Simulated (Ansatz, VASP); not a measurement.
Two plane-wave programs on LiCl

POSCAR

```
LiCl
1.0
    0.0000000000      2.5560252063      2.5560252063
    2.5560252063      0.0000000000      2.5560252063
    2.5560252063      2.5560252063      0.0000000000
Li Cl
1 1
Direct
    0.0000000000      0.0000000000      0.0000000000
    0.5000000000      0.5000000000      0.5000000000
```

The input INCAR.step1:

```
  PREC = Accurate
  ENCUT = 520
  EDIFF = 1E-5
  ISMEAR = 0
  SIGMA = 0.5
  LREAL = False
  LASPH = True
  NELM = 60
  ALGO = Normal
  ISIF = 2
  LWAVE = True
  LCHARG = False
  NBANDS = 12
  GGA = PE
```

Contents of INCAR.step2:

```
  PREC = Accurate
  ENCUT = 520
  EDIFF = 1E-7
  ISMEAR = 0
  SIGMA = 0.5
  LREAL = False
  LASPH = True
  NELM = 60
  ALGO = Normal
  ISIF = 2
  LWAVE = False
  LCHARG = False
  GGA = PE
  LHFCALC = True
  HFSCREEN = 0.2079
  PRECFOCK = Normal
  NBANDS = 12
  ISTART = 1
```

KPOINTS

```
Automatic mesh
0
Gamma
  4 4 4
```

Input for Ansatz:

```yaml
crystal:
  lattice:
    - [0.0, 2.5560252063, 2.5560252063]
    - [2.5560252063, 0.0, 2.5560252063]
    - [2.5560252063, 2.5560252063, 0.0]
  atoms:
    - { symbol: Li, position: [0.0, 0.0, 0.0] }
    - { symbol: Cl, position: [0.5, 0.5, 0.5] }
kpoints:
  mp_grid: { grid: [4, 4, 4] }
hamiltonian:
  xc: hse06
scf:
  occupations: { method: gaussian, width: 0.5 }
  n_extra_bands: 4
output:
  forces: true
  stress: true
  eigenvalues: true
```

Alike in both runs: task single point; functional HSE06; k mesh 4 × 4 × 4; occupations gaussian, width 0.5 eV; no spin polarisation.

|  | VASP | Ansatz |
| --- | --- | --- |
| version | VASP 6.6.1 | Ansatz 0.2.0 |
| potentials or method | VASP PAW PBE potentials, release 64 (Li_sv, Cl) | plane waves |
| plane-wave cutoff (eV) | 520 | 420 |
| valence electrons in the cell | 10 | 10 |

VASP gave:

```
gap on the k mesh at the Fermi level (eV) : 7.80
```

Task: What did Ansatz give for the same quantities?

Result: gap on the k mesh at the Fermi level (eV): 7.79.

The functional is the same, so the differences come from potentials, cutoffs and numerics. Ansatz's warnings: stress exchange threshold loose, stress scf threshold loose.

The k mesh is coarse, so the values compare programs but aren't converged. Noted on VASP's run: the cutoff is short for stress, so the pressure is rough.
